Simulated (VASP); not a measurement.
# SrTiO3 (I4/mcm) in VASP: relaxation of cell and atoms with LDA

Aim: the relaxation of cell and atoms of SrTiO3 with LDA.

Program: VASP 6.6.1. These are calculated values, not measurements. Logs are shortened: lines on timing, memory, paths and dates and some standing lists are left out, and cuts for length are marked.

### Step 1. The cell of the first run

Symmetry: I4/mcm, No. 140, tetragonal system. Conventional cell: a = 5.555 Å, b = 5.555 Å, c = 7.893 Å, α = 90.00°, β = 90.00°, γ = 90.00°. Within 3.5 Å of Sr (site symmetry -42m) lie 12 O at 2.67 to 2.91 Å and 8 Ti at 3.41 Å. Ti (site symmetry 4/m) has 6 O at 1.97 Å within 2.6 Å. O (site symmetry m2m) has 2 Ti at 1.97 Å and 4 Sr at 2.67 to 2.91 Å and 8 O at 2.79 Å within 3.0 Å. O (site symmetry 422) has 2 Ti at 1.97 Å within 2.6 Å.

### Step 2. Relaxation of cell and atoms, LDA

The input, INCAR:

```
PREC = Accurate
ENCUT = 600
EDIFF = 1E-7
ISMEAR = -1
SIGMA = 0.02
LREAL = False
LASPH = True
NELM = 100
ALGO = Normal
ISIF = 3
LWAVE = False
LCHARG = False
GGA = CA
IBRION = 2
NSW = 80
EDIFFG = -0.005
```

The input, KPOINTS:

```
Automatic mesh
0
Gamma
  6 6 6
```

The input, POSCAR:

```
SrTiO3
1.0
   -2.7776840070      2.7776840070      3.9463272195
    2.7776840070     -2.7776840070      3.9463272195
    2.7776840070      2.7776840070     -3.9463272195
Sr Ti O
2 2 6
Direct
    0.7500000000      0.2500000000      0.5000000000
    0.2500000000      0.7500000000      0.5000000000
    0.0000000000      0.0000000000      0.0000000000
    0.5000000000      0.5000000000      0.0000000000
    0.7717207918      0.2717207918      0.0434415835
    0.2717207918      0.2282792082      0.5000000000
    0.7282792082      0.7717207918      0.5000000000
    0.2282792082      0.7282792082      0.9565584165
    0.7500000000      0.7500000000      0.0000000000
    0.2500000000      0.2500000000      0.0000000000
```

Potentials or basis: VASP PAW LDA potentials, release 64 (Sr_sv, Ti_sv, O).

On the command line:

```sh
$ cat potpaw_LDA.64/Sr_sv/POTCAR potpaw_LDA.64/Ti_sv/POTCAR potpaw_LDA.64/O/POTCAR > POTCAR
$ mpirun -np 1 vasp_std > vasp.out
```

OUTCAR:

```text
PREC = Accurate
   ENCUT = 600
   EDIFF = 1E-7
   ISMEAR = -1
   LREAL = False
   LASPH = True
   NELM = 100
   ISIF = 3
   GGA = CA
   IBRION = 2
   NSW = 80
   EDIFFG = -0.005

 ion  position               nearest neighbor table
   1  0.750  0.250  0.500-   8 2.67   7 2.67   6 2.67   5 2.67   9 2.78  10 2.78   9 2.78  10 2.78
                             5 2.91   8 2.91   6 2.91   7 2.91   4 3.41   3 3.41   4 3.41   3 3.41
   2  0.250  0.750  0.500-   5 2.67   6 2.67   7 2.67   8 2.67   9 2.78  10 2.78  10 2.78   9 2.78
                             8 2.91   5 2.91   7 2.91   6 2.91   4 3.41   3 3.41   4 3.41   3 3.41
   3  0.000  0.000  0.000-   5 1.97   8 1.97   6 1.97   7 1.97  10 1.97   9 1.97   1 3.41   1 3.41
                             2 3.41   2 3.41   1 3.41   2 3.41   1 3.41   2 3.41
   4  0.500  0.500  0.000-   5 1.97   8 1.97   7 1.97   6 1.97  10 1.97   9 1.97   1 3.41   1 3.41
                             2 3.41   2 3.41   2 3.41   1 3.41   2 3.41   1 3.41
   5  0.772  0.272  0.043-   3 1.97   4 1.97   2 2.67   1 2.67   1 2.91   2 2.91
   6  0.272  0.228  0.500-   4 1.97   3 1.97   1 2.67   2 2.67   2 2.91   1 2.91
   7  0.728  0.772  0.500-   3 1.97   4 1.97   1 2.67   2 2.67   2 2.91   1 2.91
   8  0.228  0.728  0.957-   3 1.97   4 1.97   1 2.67   2 2.67   2 2.91   1 2.91
   9  0.750  0.750  0.000-   3 1.97   4 1.97   1 2.78   2 2.78   1 2.78   2 2.78
  10  0.250  0.250  0.000-   3 1.97   4 1.97   1 2.78   2 2.78   2 2.78   1 2.78

  LATTYP: Found a body centered tetragonal cell.
 ALAT       =     5.5553680140
 C/A-ratio  =     1.4207257591

  Lattice vectors:

 A1 = (  -2.7776840070,   2.7776840070,   3.9463272195)
 A2 = (   2.7776840070,  -2.7776840070,   3.9463272195)
 A3 = (   2.7776840070,   2.7776840070,  -3.9463272195)

Analysis of symmetry for initial positions (statically):
=====================================================================
 Subroutine PRICEL returns:
 Original cell was already a primitive cell.

 Routine SETGRP: Setting up the symmetry group for a
 body centered tetragonal supercell.

 Subroutine GETGRP returns: Found 16 space group operations
 (whereof  8 operations were pure point group operations)
 out of a pool of 16 trial point group operations.

The static configuration has the point symmetry C_4h.
 The point group associated with its full space group is D_4h.

Analysis of symmetry for dynamics (positions and initial velocities):
=====================================================================
 Subroutine PRICEL returns:
 Original cell was already a primitive cell.

 Routine SETGRP: Setting up the symmetry group for a
 body centered tetragonal supercell.
[... 146 lines left out ...]
   LORBIT       =      0    0 simple, 1 ext, 2 COOP (PROOUT), +10 PAW based schemes
   GGA     = CA    functional components
   LHFCALC =     F    Hartree Fock is set to
   AEXX    =    0.0000 exact exchange contribution
   IVDW    =     0    specifies the selected vdW correction
   LEPSILON=     F    determine dielectric tensor
   LRPA    =     F    only Hartree local field effects (RPA)
 conjugate gradient relaxation of ions
 non-spin polarized calculation
  energy-cutoff  :      600.00
  volume of cell :      121.79
 maximum number of plane-waves:      4088
 NGX is ok and might be reduce to    48
   NGX = 23   NGY = 23   NGZ = 23

--------------------------------------- Ionic step        1  -------------------------------------------

 number of electron      80.0000013 magnetization

 Free energy of the ion-electron system (eV)
  ---------------------------------------------------
  ext. energy  EPLUGINS =         0.00000000
  ---------------------------------------------------
  free energy    TOTEN  =       -88.16317293 eV

  energy without entropy =      -88.16317293  energy(sigma->0) =      -88.16317293

------------------------ aborting loop because EDIFF is reached ----------------------------------------

  FORCE on cell =-STRESS in cart. coord.  units (eV):
  Direction    XX          YY          ZZ          XY          YZ          ZX
  --------------------------------------------------------------------------------------
  -------------------------------------------------------------------------------------
  Total       -7.9462907     -7.9462907     -7.9948823      0.0000000      0.0000000      0.0000000
  in kB     -104.5336876   -104.5336876   -105.1729108      0.0000000      0.0000000      0.0000000
  external PRESSURE =    -104.7467620 kB  Pullay stress =       0.0000000 kB
[... 113 lines left out ...]
  FREE ENERGIE OF THE ION-ELECTRON SYSTEM (eV)
  ---------------------------------------------------
  free  energy   TOTEN  =       -88.4042412640 eV

  energy  without entropy=      -88.4042412640  energy(sigma->0) =      -88.40424126

[... ionic steps 4 to 19 ...]

--------------------------------------- Ionic step       20  -------------------------------------------

 number of electron      80.0000003 magnetization

------------------------ aborting loop because EDIFF is reached ----------------------------------------
[... 83 lines left out ...]
--------------------------------------- Ionic step       22  -------------------------------------------

 number of electron      80.0000002 magnetization

 Free energy of the ion-electron system (eV)
  ---------------------------------------------------
  ext. energy  EPLUGINS =         0.00000000
  ---------------------------------------------------
  free energy    TOTEN  =       -88.40626736 eV

  energy without entropy =      -88.40626736  energy(sigma->0) =      -88.40626736

 E-fermi :   4.6375     XC(G=0): -11.9937

 val. band max:        4.0512124345   @ k =  -0.1667   0.1667   0.0000
 cond. band min:       6.0042798412   @ k =   0.0000   0.0000   0.0000
 fundamental gap:      1.9530674068
 Fermi energy:         4.6374631840

 k-point     1 :       0.0000    0.0000    0.0000
  band No.  band energies     occupation
      1     -51.4607      2.00000
      2     -51.4547      2.00000
      3     -28.2096      2.00000
      4     -28.2096      2.00000
      5     -28.2092      2.00000
      6     -28.1349      2.00000
[... 1213 lines left out ...]
     47       9.2120      0.00000
     48      10.2087      0.00000

 [... further k-points ...]

------------------------ aborting loop because EDIFF is reached ----------------------------------------

  FORCE on cell =-STRESS in cart. coord.  units (eV):
  Direction    XX          YY          ZZ          XY          YZ          ZX
  --------------------------------------------------------------------------------------
  -------------------------------------------------------------------------------------
  Total        0.0162294      0.0162294      0.0020485      0.0000000     -0.0000000      0.0000000
  in kB        0.2267327      0.2267327      0.0286183      0.0000000     -0.0000000      0.0000000
  external PRESSURE =       0.1606945 kB  Pullay stress =       0.0000000 kB
[... 25 lines left out ...]
  FREE ENERGIE OF THE ION-ELECTRON SYSTEM (eV)
  ---------------------------------------------------
  free  energy   TOTEN  =       -88.4062673561 eV

  energy  without entropy=      -88.4062673561  energy(sigma->0) =      -88.40626736

 reached required accuracy - stopping structural energy minimisation
```

OSZICAR:

```text
N       E                     dE             d eps       ncg     rms          rms(c)
DAV:   1     0.106049329765E+04    0.10605E+04   -0.44075E+04  2880   0.201E+03
[... 206 lines left out ...]
       N       E                     dE             d eps       ncg     rms          rms(c)
DAV:   1    -0.884063017902E+02   -0.44642E-04   -0.21587E-03  3080   0.336E-01    0.516E-02
DAV:   2    -0.884062786206E+02    0.23170E-04   -0.14527E-04  3536   0.815E-02    0.248E-02
DAV:   3    -0.884062678539E+02    0.10767E-04   -0.44667E-05  3624   0.396E-02    0.982E-03
DAV:   4    -0.884062673416E+02    0.51231E-06   -0.94098E-06  3768   0.150E-02    0.709E-03
DAV:   5    -0.884062673301E+02    0.11514E-07   -0.12475E-06  3936   0.813E-03    0.443E-03
DAV:   6    -0.884062673561E+02   -0.26030E-07   -0.61829E-07  3904   0.472E-03
  22 F= -.88406267E+02 E0= -.88406267E+02  d E =-.103038E-04
```

CONTCAR:

```text
SrTiO3
   1.00000000000000
    -2.7198304137582854    2.7198304137582854    3.8757479393733538
     2.7198304137582854   -2.7198304137582854    3.8757479393733538
     2.7198304137582854    2.7198304137582854   -3.8757479393733538
  Sr              Ti              O
     2     2     6
Direct
     0.7500000000000000    0.2500000000000000    0.5000000000000000
     0.2500000000000000    0.7500000000000000    0.5000000000000000
     0.0000000000000000    0.0000000000000000    0.0000000000000000
     0.5000000000000000    0.5000000000000000    0.0000000000000000
     0.7765301265274480    0.2765301265274481    0.0530602529548943
     0.2765301265274481    0.2234698734725519    0.5000000000000000
     0.7234698734725520    0.7765301265274480    0.5000000000000000
     0.2234698734725519    0.7234698734725520    0.9469397470451056
     0.7500000000000000    0.7500000000000000    0.0000000000000000
     0.2500000000000000    0.2500000000000000    0.0000000000000000

  0.00000000E+00  0.00000000E+00  0.00000000E+00
  0.00000000E+00  0.00000000E+00  0.00000000E+00
  0.00000000E+00  0.00000000E+00  0.00000000E+00
  0.00000000E+00  0.00000000E+00  0.00000000E+00
  0.00000000E+00  0.00000000E+00  0.00000000E+00
  0.00000000E+00  0.00000000E+00  0.00000000E+00
  0.00000000E+00  0.00000000E+00  0.00000000E+00
  0.00000000E+00  0.00000000E+00  0.00000000E+00
  0.00000000E+00  0.00000000E+00  0.00000000E+00
  0.00000000E+00  0.00000000E+00  0.00000000E+00
```

It took 28 min on 1 thread of Intel Xeon 6975P-C (Granite Rapids), shared host; peak memory 0.4 GiB.

What came out:

```yaml
Free_energy: -88.4063 eV
Relaxed_volume: 11.47 Å³/atom
Relaxed_cell: a = 5.460 Å, b = 5.460 Å, c = 5.460 Å, α = 120.25°, β = 120.25°, γ = 89.56°
Space_group_after_relaxing_to_0.1_Å: I4/mcm (No. 140)
Energy_gained_by_relaxing: 24.3 meV/atom
Ionic_steps: 22
Pressure_after_relaxing: 0.0 GPa
Band_gap_on_the_k_mesh: 1.95 eV (least direct gap 1.97 eV)
```

The path:
| step | energy change (eV) | largest force (eV/Å) | pressure (GPa) | volume (Å³) |
| --- | --- | --- | --- | --- |
| 1 | 0.0000 | 0.0135 | -10.47 | 121.79 |
| 2 | 0.0153 | 0.0688 | 13.32 | 108.29 |
| 3 | -0.2411 | 0.0239 | -0.13 | 114.86 |
| 4 | -0.2411 | 0.0247 | 0.10 | 114.72 |
| 5 | -0.2412 | 0.0242 | -0.09 | 114.83 |
| 6 | -0.2412 | 0.0241 | -0.15 | 114.87 |
| 7 | -0.2413 | 0.0239 | -0.13 | 114.85 |
| 8 | -0.2416 | 0.0238 | -0.09 | 114.82 |
| 9 | -0.2419 | 0.0230 | 0.02 | 114.74 |
| 10 | -0.2419 | 0.0208 | 0.22 | 114.60 |
| 11 | -0.2420 | 0.0217 | 0.13 | 114.67 |
| 12 | -0.2421 | 0.0210 | 0.12 | 114.67 |
| 13 | -0.2423 | 0.0183 | 0.09 | 114.68 |
| 14 | -0.2427 | 0.0126 | 0.04 | 114.69 |
| 15 | -0.2430 | 0.0000 | -0.06 | 114.72 |
| 16 | -0.2431 | 0.0004 | 0.00 | 114.68 |
| 17 | -0.2431 | 0.0006 | 0.09 | 114.64 |
| 18 | -0.2431 | 0.0005 | 0.06 | 114.66 |
| 19 | -0.2431 | 0.0004 | 0.05 | 114.66 |
| 20 | -0.2431 | 0.0005 | 0.05 | 114.66 |
| 21 | -0.2431 | 0.0004 | 0.05 | 114.66 |
| 22 | -0.2431 | 0.0011 | 0.02 | 114.68 |

Final structure:
```
CELL_PARAMETERS angstrom
-2.71983 2.71983 3.87575
2.71983 -2.71983 3.87575
2.71983 2.71983 -3.87575
ATOMIC_POSITIONS crystal
Sr 0.75000 0.25000 0.50000
Sr 0.25000 0.75000 0.50000
Ti 0.00000 0.00000 0.00000
Ti 0.50000 0.50000 0.00000
O 0.77653 0.27653 0.05306
O 0.27653 0.22347 0.50000
O 0.72347 0.77653 0.50000
O 0.22347 0.72347 0.94694
O 0.75000 0.75000 0.00000
O 0.25000 0.25000 0.00000
```

A k mesh can miss the band edges.
